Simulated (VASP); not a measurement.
# Zn4HO4 (a cell with a defect) in VASP: a series of runs

Runs on Zn4HO4 (a cell with a defect). Level: PBEsol. Tasks: single point.

Everything below comes from runs of VASP 6.6.1. Logs are shortened: lines on timing, memory, paths and dates and some standing lists are left out, and cuts for length are marked.

## (1) The cell of the first run

The cell holds a defect, 9 atoms: a = 5.515 Å, b = 5.515 Å, c = 3.243 Å, α = 90.00°, β = 90.00°, γ = 90.00°.

## (2) Single point, PBEsol

The input, INCAR:

```
PREC = Accurate
ENCUT = 520
EDIFF = 1E-6
ISMEAR = 0
SIGMA = 0.05
LREAL = False
LASPH = True
NELM = 80
ALGO = Normal
ISIF = 2
LWAVE = False
LCHARG = False
GGA = PS
NBANDS = 46
```

The input, KPOINTS:

```
Automatic mesh
0
Gamma
  4 4 8
```

The input, POSCAR:

```
Zn4HO4
1.0
    5.5148137916      0.0000000000      0.0000000000
    0.0000000000      5.5148137916      0.0000000000
    0.0000000000      0.0000000000      3.2430062931
Zn O H
4 4 1
Direct
    0.1820657240      0.1820657240      0.5000000000
    0.8179342760      0.8179342760      0.5000000000
    0.6820657240      0.3179342760      0.0000000000
    0.3179342760      0.6820657240      0.0000000000
    0.8180023132      0.1819976868      0.5000000000
    0.1819976868      0.8180023132      0.5000000000
    0.6819976868      0.6819976868      0.0000000000
    0.3180023132      0.3180023132      0.0000000000
    1.0000405349     -0.4180023132      0.4000000000
```

Potentials or basis: VASP PAW PBE potentials, release 64 (Zn, O, H).

Run with:

```bash
$ cat potpaw_PBE.64/Zn/POTCAR potpaw_PBE.64/O/POTCAR potpaw_PBE.64/H/POTCAR > POTCAR
$ mpirun -np 1 vasp_std > vasp.out
```

OUTCAR:

```text
PREC = Accurate
   ENCUT = 520
   EDIFF = 1E-6
   ISMEAR = 0
   LREAL = False
   LASPH = True
   NELM = 80
   ISIF = 2
   GGA = PS

 ion  position               nearest neighbor table
   1  0.182  0.182  0.500-   8 1.94   8 1.94   5 2.01   6 2.01   2 2.84
   2  0.818  0.818  0.500-   9 1.68   7 1.94   7 1.94   6 2.01   5 2.01   1 2.84
   3  0.682  0.318  0.000-   5 1.94   5 1.94   8 2.01   7 2.01   4 2.84
   4  0.318  0.682  0.000-   6 1.94   6 1.94   8 2.01   7 2.01   3 2.84
   5  0.818  0.182  0.500-   3 1.94   3 1.94   1 2.01   2 2.01
   6  0.182  0.818  0.500-   4 1.94   4 1.94   1 2.01   2 2.01
   7  0.682  0.682  0.000-   2 1.94   2 1.94   4 2.01   3 2.01
   8  0.318  0.318  0.000-   1 1.94   1 1.94   4 2.01   3 2.01
   9  0.000  0.582  0.400-   2 1.68

  LATTYP: Found a simple tetragonal cell.
 ALAT       =     5.5148137916
 C/A-ratio  =     0.5880536344

  Lattice vectors:

 A1 = (   5.5148137916,   0.0000000000,   0.0000000000)
 A2 = (   0.0000000000,   5.5148137916,   0.0000000000)
 A3 = (   0.0000000000,   0.0000000000,   3.2430062931)

Analysis of symmetry for initial positions (statically):
=====================================================================
 Subroutine PRICEL returns:
 Original cell was already a primitive cell.

 Routine SETGRP: Setting up the symmetry group for a
 simple tetragonal supercell.

 Subroutine GETGRP returns: Found  1 space group operations
 (whereof  1 operations were pure point group operations)
 out of a pool of 16 trial point group operations.

The static configuration has the point symmetry C_1 .

Analysis of symmetry for dynamics (positions and initial velocities):
=====================================================================
 Subroutine PRICEL returns:
 Original cell was already a primitive cell.

 Routine SETGRP: Setting up the symmetry group for a
 simple tetragonal supercell.

 Subroutine GETGRP returns: Found  1 space group operations
 (whereof  1 operations were pure point group operations)
 out of a pool of 16 trial point group operations.

The dynamic configuration has the point symmetry C_1 .

 Subroutine INISYM returns: Found  1 space group operations
 (whereof  1 operations are pure point group operations),
 and found     1 'primitive' translations

----------------------------------------------------------------------------------------

                                     Primitive cell

  volume of cell :      98.6301

  direct lattice vectors                    reciprocal lattice vectors
     5.514813792  0.000000000  0.000000000     0.181329785  0.000000000  0.000000000
     0.000000000  5.514813792  0.000000000     0.000000000  0.181329785  0.000000000
     0.000000000  0.000000000  3.243006293     0.000000000  0.000000000  0.308355862

  length of vectors
     5.514813792  5.514813792  3.243006293     0.181329785  0.181329785  0.308355862

  position of ions in fractional coordinates (direct lattice)
     0.182065724  0.182065724  0.500000000
     0.817934276  0.817934276  0.500000000
     0.682065724  0.317934276  0.000000000
     0.317934276  0.682065724  0.000000000
     0.818002313  0.181997687  0.500000000
     0.181997687  0.818002313  0.500000000
     0.681997687  0.681997687  0.000000000
     0.318002313  0.318002313  0.000000000
     0.000040535  0.581997687  0.400000000

  ion indices of the primitive-cell ions
   primitive index   ion index
                 1           1
                 2           2
                 3           3
                 4           4
                 5           5
                 6           6
                 7           7
                 8           8
                 9           9

----------------------------------------------------------------------------------------

 KPOINTS: Automatic mesh

Automatic generation of k-mesh.
 Grid dimensions read from file:
 generate k-points for:    4    4    8

 Generating k-lattice:

  Cartesian coordinates                     Fractional coordinates (reciprocal lattice)
     0.045332446  0.000000000  0.000000000     0.250000000  0.000000000  0.000000000
     0.000000000  0.045332446  0.000000000     0.000000000  0.250000000  0.000000000
     0.000000000  0.000000000  0.038544483     0.000000000  0.000000000  0.125000000

  Length of vectors
     0.045332446  0.045332446  0.038544483

  Shift w.r.t. Gamma in fractional coordinates (k-lattice)
     0.000000000  0.000000000  0.000000000

 Subroutine IBZKPT returns following result:
 ===========================================

 Found     68 irreducible k-points:

 Following reciprocal coordinates:
            Coordinates               Weight
  0.000000  0.000000  0.000000      1.000000
  0.250000  0.000000  0.000000      2.000000
  0.000000  0.250000  0.000000      2.000000
  0.500000  0.000000  0.000000      1.000000
  0.000000  0.500000  0.000000      1.000000
  0.250000  0.250000  0.000000      2.000000
[... 16 lines left out ...]
 -0.250000  0.500000  0.125000      2.000000
  0.500000 -0.250000  0.125000      2.000000
 [... further k-points ...]
   k-points           NKPTS =     68   k-points in BZ     NKDIM =     68   number of bands    NBANDS=     46
   number of dos      NEDOS =    301   number of ions     NIONS =      9
   total plane-waves  NPLWV =  42336
   dimension x,y,z NGX =    42 NGY =   42 NGZ =   24
   dimension x,y,z NGXF=    84 NGYF=   84 NGZF=   48
   ions per type =               4   4   1
   NGX,Y,Z   is equivalent  to a cutoff of  12.66, 12.66, 12.30 a.u.
   NGXF,Y,Z  is equivalent  to a cutoff of  25.32, 25.32, 24.61 a.u.
 SYSTEM =  unknown system
   PREC   = accura    normal or accurate (medium, high low for compatibility)
   ISTART =      0    job   : 0-new  1-cont  2-samecut
   ICHARG =      2    charge: 1-file 2-atom 10-const
   ISPIN  =      1    spin polarized calculation?
   LNONCOLLINEAR =      F non collinear calculations
   LSORBIT =      F    spin-orbit coupling
   LASPH  =      T    aspherical Exc in radial PAW
   ENCUT  =  520.0 eV  38.22 Ry    6.18 a.u.  10.25 10.25  6.03*2*pi/ulx,y,z
   NELM   =     80;   NELMIN=  2; NELMDL= -5     # of ELM steps
   EDIFF  = 0.1E-05   stopping-criterion for ELM
   LREAL  =      F    real-space projection
   EDIFFG = 0.1E-04   stopping-criterion for IOM
   NSW    =      0    number of steps for IOM
   IBRION =     -1    ionic relax: 0-MD 1-quasi-New 2-CG
   NFREE  =      0    steps in history (QN), initial steepest desc. (CG)
   ISIF   =      2    stress and relaxation
   ISYM   =      2    0-nonsym 1-usesym 2-fastsym
   POTIM  = 0.5000    time-step for ionic-motion
   TEBEG  =    0.0;   TEEND  =   0.0 temperature during run
   PSTRESS=    0.0 pullay stress
   NELECT =      73.0000    total number of electrons
   NUPDOWN=      -1.0000    fix difference up-down
   EMIN   =  10.00;   EMAX   =-10.00  energy-range for DOS
   EFERMI =   0.00;   METHOD = LEGACY
   ISMEAR =     0;   SIGMA  =   0.05  broadening in eV -4-tet -1-fermi 0-gaus
   EFERMI_NEDOS =   21; number of points for ismear=-14 and -15
   IALGO  =     38    algorithm
   IMIX   =      4    mixing-type and parameters
     AMIX     =   0.40;   BMIX     =  1.00
     AMIX_MAG =   1.60;   BMIX_MAG =  1.00
  volume/ion in A,a.u.               =      10.96        73.95
  Fermi-wavevector in a.u.,A,eV,Ry     =   1.480855  2.798411 29.836656  2.192932
  Thomas-Fermi vector in A             =   2.594838
   LORBIT       =      0    0 simple, 1 ext, 2 COOP (PROOUT), +10 PAW based schemes
   GGA     = PS    functional components
   LHFCALC =     F    Hartree Fock is set to
   AEXX    =    0.0000 exact exchange contribution
   IVDW    =     0    specifies the selected vdW correction
   LEPSILON=     F    determine dielectric tensor
   LRPA    =     F    only Hartree local field effects (RPA)
 non-spin polarized calculation
 Gauss-broadening in eV      SIGMA  =   0.05
  energy-cutoff  :      520.00
  volume of cell :       98.63
 maximum number of plane-waves:      2684
 NGX is ok and might be reduce to    42
   NGX = 21   NGY = 21   NGZ = 13

 number of electron      73.0000002 magnetization

 Free energy of the ion-electron system (eV)
  ---------------------------------------------------
  ext. energy  EPLUGINS =         0.00000000
  ---------------------------------------------------
  free energy    TOTEN  =       -39.40530403 eV

  energy without entropy =      -39.40151076  energy(sigma->0) =      -39.40340739

 E-fermi :   2.5146     XC(G=0): -11.1539

 val. band max:        2.5142891960   @ k =   0.5000  -0.2500   0.1250
 cond. band min:       2.5175036356   @ k =   0.5000   0.2500   0.1250
 fundamental gap:      0.0032144396
 Fermi energy:         2.5146108701

 k-point     1 :       0.0000    0.0000    0.0000
  band No.  band energies     occupation
      1     -17.3596      2.00000
      2     -16.5808      2.00000
      3     -16.2422      2.00000
      4     -16.1701      2.00000
      5      -5.6249      2.00000
      6      -5.4559      2.00000
[... 38 lines left out ...]
     45      11.0819      0.00000
     46      12.7313      0.00000

 k-point     2 :       0.2500    0.0000    0.0000
  band No.  band energies     occupation
      1     -17.3019      2.00000
      2     -16.6218      2.00000
      3     -16.2874      2.00000
      4     -16.1476      2.00000
      5      -5.7159      2.00000
      6      -5.4683      2.00000
[... 38 lines left out ...]
     45      11.6103      0.00000
     46      12.0864      0.00000

 k-point     3 :       0.0000    0.2500    0.0000
  band No.  band energies     occupation
      1     -17.3030      2.00000
      2     -16.6111      2.00000
      3     -16.3085      2.00000
      4     -16.1351      2.00000
      5      -5.7636      2.00000
      6      -5.4916      2.00000
[... 38 lines left out ...]
     45      11.5164      0.00000
     46      11.9708      0.00000

 k-point     4 :       0.5000    0.0000    0.0000
  band No.  band energies     occupation
      1     -17.2301      2.00000
      2     -16.6890      2.00000
      3     -16.2981      2.00000
      4     -16.1475      2.00000
      5      -5.8031      2.00000
      6      -5.4647      2.00000
[... 920 lines left out ...]
     45      10.9222      0.00000
     46      11.4234      0.00000

 k-point    23 :      -0.2500    0.5000    0.1250
  band No.  band energies     occupation
      1     -17.1620      2.00000
      2     -16.5714      2.00000
      3     -16.3373      2.00000
      4     -16.1602      2.00000
      5      -5.9673      2.00000
      6      -5.4835      2.00000
[... 38 lines left out ...]
     45      10.9562      0.00000
     46      11.3433      0.00000

 k-point    24 :       0.5000   -0.2500    0.1250
  band No.  band energies     occupation
      1     -17.1603      2.00000
      2     -16.5872      2.00000
      3     -16.3087      2.00000
      4     -16.1757      2.00000
      5      -5.9137      2.00000
      6      -5.4871      2.00000
[... 38 lines left out ...]
     45      10.7797      0.00000
     46      11.4288      0.00000

 [... further k-points ...]
[... 5 lines left out ...]
  --------------------------------------------------------------------------------------
  -------------------------------------------------------------------------------------
  Total        4.0040415      2.0068785      3.2312918     -0.1044884      0.2853522      0.0406090
  in kB       65.0428641     32.6003430     52.4900829     -1.6973412      4.6353477      0.6596653
  external PRESSURE =      50.0444300 kB  Pullay stress =       0.0000000 kB

 VOLUME and BASIS-vectors are now :
 -----------------------------------------------------------------------------
  energy-cutoff  :      520.00
  volume of cell :       98.63
      direct lattice vectors                 reciprocal lattice vectors
     5.514813792  0.000000000  0.000000000     0.181329785  0.000000000  0.000000000
     0.000000000  5.514813792  0.000000000     0.000000000  0.181329785  0.000000000
     0.000000000  0.000000000  3.243006293     0.000000000  0.000000000  0.308355862

 POSITION                                       TOTAL-FORCE (eV/Angst)
 -----------------------------------------------------------------------------------
      1.00406      1.00406      1.62150        -0.111227      0.599751     -0.007543
      4.51076      4.51076      1.62150        -0.669018      0.461144      0.147239
      3.76147      1.75335      0.00000         0.062803      0.091558      0.001867
      1.75335      3.76147      0.00000         0.412632     -0.357363     -0.091737
      4.51113      1.00368      1.62150        -0.149392     -0.676608      0.048756
      1.00368      4.51113      1.62150         0.708899      0.503435      0.194405
      3.76109      3.76109      0.00000        -0.707191      0.248651     -0.220115
      1.75372      1.75372      0.00000         0.245549     -0.109286     -0.071214
      0.00022      3.20961      1.29720         0.206945     -0.761282     -0.001660
 -----------------------------------------------------------------------------------
    total drift:                                0.000049      0.000193      0.000068

  FREE ENERGIE OF THE ION-ELECTRON SYSTEM (eV)
  ---------------------------------------------------
  free  energy   TOTEN  =       -39.4053040255 eV

  energy  without entropy=      -39.4015107565  energy(sigma->0) =      -39.40340739
```

It took 7.3 min on 1 thread of Intel Xeon 8259CL, shared host; peak memory 0.36 GiB.

What came out:

| Item | Value |
| --- | --- |
| Free energy | -39.4053 eV |
| Pressure | 5.0 GPa |
| Largest force | 0.891 eV/Å |

Forces on the atoms (eV/Å):
```
Zn  -0.111  0.600 -0.008
Zn  -0.669  0.461  0.147
Zn   0.063  0.092  0.002
Zn   0.413 -0.357 -0.092
O   -0.149 -0.677  0.049
O    0.709  0.503  0.194
O   -0.707  0.249 -0.220
O    0.246 -0.109 -0.071
H    0.207 -0.761 -0.002
```

Caveat: the PAW data sets were made with another functional, which shifts forces and pressure a little; an odd number of electrons without spin polarisation forces a metal; a magnetic or distorted state may lie lower.

## (3) Single point, PBEsol

The input, INCAR:

```
SYSTEM = Zn4HO4
PREC = Accurate
ENCUT = 520
EDIFF = 1E-6
ISMEAR = 0
SIGMA = 0.05
LREAL = .False.
LASPH = .True.
NELM = 100
ALGO = Normal
ISIF = 2
LWAVE = .False.
LCHARG = .False.
GGA = PS
NBANDS = 46
```

The input, KPOINTS:

```
Automatic mesh
0
Gamma
  4 4 8
  0 0 0
```

POSCAR, as its differences from that of step 2:

```diff
@@ -16,2 +16,2 @@
     0.3180023132      0.3180023132      0.0000000000
-    1.0000405349     -0.4180023132      0.4000000000
+    1.0000405349     -0.7180023132      0.3000000000
```

Potentials or basis: VASP PAW PBE potentials, release 64 (Zn, O, H).

Run with:

```bash
$ cat potpaw_PBE.64/Zn/POTCAR potpaw_PBE.64/O/POTCAR potpaw_PBE.64/H/POTCAR > POTCAR
$ mpirun -np 1 vasp_std > vasp.out
```

Run time: 6.9 min. Hardware: 1 thread of Intel Xeon 8259CL, shared host; peak memory 0.36 GiB.

Results (log left out):

| Property | Result |
| --- | --- |
| Free energy | -38.2812 eV |
| Pressure | 12.0 GPa |
| Largest force | 6.844 eV/Å |

Forces on the atoms (eV/Å):
```
Zn   5.456 -2.655  3.167
Zn   0.048 -0.625 -0.011
Zn  -0.929  0.708 -0.320
Zn  -0.026  0.076  0.002
O   -1.052 -0.276  0.300
O   -0.004  0.309  0.056
O   -0.023 -0.022  0.017
O    0.774 -0.078 -0.447
H   -4.243  2.563 -2.763
```

Stress tensor (GPa, compression positive):
```
17.69 -4.23  4.60
-4.23  7.02 -3.47
 4.60 -3.47 11.16
```

Levels at points of the mesh, in eV from the Fermi level:
| k point | band 33 | band 34 | band 35 | band 36 | band 37 | band 38 | band 39 | band 40 |
| --- | --- | --- | --- | --- | --- | --- | --- | --- |
| (0.00, 0.00, 0.00) | -3.41 | -2.87 | -2.71 | -2.55 | -2.48 | 1.35 | 2.44 | 3.90 |
| (0.50, 0.00, 0.00) | -3.38 | -3.12 | -3.04 | -2.94 | -0.35 | 0.42 | 2.15 | 3.22 |
| (0.00, 0.50, 0.00) | -3.71 | -3.45 | -2.86 | -2.75 | -0.80 | 0.56 | 2.95 | 3.28 |
| (0.50, 0.50, 0.00) | -3.50 | -3.36 | -3.33 | -3.29 | -0.12 | 1.50 | 1.72 | 1.90 |
| (0.00, 0.00, 0.50) | -4.57 | -4.33 | -3.95 | -3.89 | 0.94 | 2.99 | 3.91 | 4.93 |
| (0.50, 0.00, 0.50) | -4.44 | -4.17 | -3.70 | -3.58 | 0.29 | 3.05 | 3.47 | 3.94 |
| (0.00, 0.50, 0.50) | -4.31 | -4.08 | -3.78 | -3.62 | 0.76 | 3.09 | 3.49 | 3.91 |
| (0.50, 0.50, 0.50) | -4.02 | -3.96 | -3.82 | -3.76 | -0.02 | 2.54 | 3.01 | 3.20 |

Caveat: the PAW data sets were made with another functional, which shifts forces and pressure a little; an odd number of electrons without spin polarisation forces a metal; a magnetic or distorted state may lie lower.

(Continued in part 2 of 2.)
